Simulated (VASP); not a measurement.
Set up this calculation in VASP 6.6.1, as the native input.

| Quantity | Value |
| --- | --- |
| Task | single point |
| Functional | PBE |
| Potentials or basis | VASP PAW PBE potentials, release 64 (Sc_sv, B, P) |
| Cutoff | 520 eV |
| k mesh | 12 × 12 × 8 |
| Occupations | gaussian, width 0.1 eV |
| Spin | no spin polarisation |
| Dipole correction | no |
| Further INCAR settings | ALGO = Normal; EDIFF = 1e-06; NBANDS = 29 |

The structure of Sc2BP3 lies in POSCAR:

```
Sc2BP3
1.0
    4.9887964327      0.0000000000      0.0000000000
   -2.4943982164      4.3204244450      0.0000000000
    0.0000000000      0.0000000000      4.5442588259
Sc B P
2 1 3
Direct
    0.6666666667      0.3333333333      0.0000000000
    0.3333333333      0.6666666667      0.0000000000
    0.0000000000      0.0000000000      0.0000000000
    0.0000000000      0.5000000000      0.5000000000
    0.5000000000      0.5000000000      0.5000000000
    0.5000000000      0.0000000000      0.5000000000
```

The cell was generated, and may not be a known phase.

The input as run:

INCAR

```
ALGO = Normal ; EDIFF = 1E-6
ENCUT = 520 ; GGA = PE
ISIF = 2 ; ISMEAR = 0
LASPH = T ; LCHARG = T
LELF = T ; LREAL = F
LVHAR = T ; LWAVE = F
NBANDS = 29 ; NELM = 100
PREC = Accurate ; SIGMA = 0.1
```

KPOINTS

```
k-points
0
Gamma
  12 12 8
```

Potentials or basis: VASP PAW PBE potentials, release 64 (Sc_sv, B, P).

Command:

```bash
$ cat potpaw_PBE.64/Sc_sv/POTCAR potpaw_PBE.64/B/POTCAR potpaw_PBE.64/P/POTCAR > POTCAR
$ mpirun -np 1 vasp_std > vasp.out
```

Results of the run:

| Item | Value |
| --- | --- |
| Pressure | 0.1 GPa |
| Band gap on the k mesh | zero (bands 20 and 21 overlap by 0.68 eV) |

Wall time 2 min on 1 thread of Intel(R) Xeon(R) 6975P-C (Granite Rapids) (shared host), peak memory 0.39 GiB.
